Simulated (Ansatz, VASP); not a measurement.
**One calculation of W, two programs**

```
W
1.0
    -1.58516    1.58516    1.58516
     1.58516   -1.58516    1.58516
     1.58516    1.58516   -1.58516
W
1
Direct
  0.00000 0.00000 0.00000
```

Alike in both runs: task single point; functional RPBE; k mesh 6 × 6 × 6; no spin polarisation.

|  | VASP | Ansatz |
| --- | --- | --- |
| version | VASP 6.6.1 | Ansatz 0.2.0 |
| potentials or method | VASP PAW PBE potentials, release 64 (W_sv), cutoff 520 eV | scalar-relativistic, plane waves, PAW |
| occupations | fermi-dirac, width 0.272114 eV | fermi-dirac |
| valence electrons in the cell | 14 | 14 |

|  | VASP | Ansatz | Ansatz less VASP |
| --- | --- | --- | --- |
| gap on the k mesh at the Fermi level (eV) | none | none | - |
| pressure (GPa) | 7.0 | 6.4 | -0.57 |

VASP's potentials were made for PBE, not for RPBE. A gap of «none» marks a metal or a gap that the smearing closes.

The k mesh is coarse, so the values compare programs but aren't converged. Spin-orbit coupling is off throughout.
